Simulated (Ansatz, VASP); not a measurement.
# In: VASP beside Ansatz

```xyz
1
Lattice="1.5900 -2.8752 0.0000 1.5900 2.8752 0.0000 0.0000 0.0000 3.1148" Properties=species:S:1:pos:R:3 pbc="T T T"
In    0.0000    0.0000    0.0000
```

Alike in both runs: functional PBE; k mesh 6 × 6 × 6; occupations gaussian, width 0.1 eV; no spin polarisation.

Ansatz relaxed the structure, and its values are those at the end. VASP's run is a single point on that final structure, the one shown.

|  | VASP | Ansatz |
| --- | --- | --- |
| version | VASP 6.6.1 | Ansatz 0.2.0 |
| potentials or method | VASP PAW PBE potentials, release 64 (In_d), cutoff 520 eV | scalar-relativistic, plane waves, PAW |
| valence electrons in the cell | 13 | 13 |

```tsv
	VASP	Ansatz	Ansatz less VASP
gap on the k mesh at the Fermi level (eV)	none	none	-
pressure (GPa)	-0.2	-0.1	+0.03
```

A gap of «none» marks a metal or a gap that the smearing closes.

The k mesh is coarse, so the values compare programs but aren't converged.
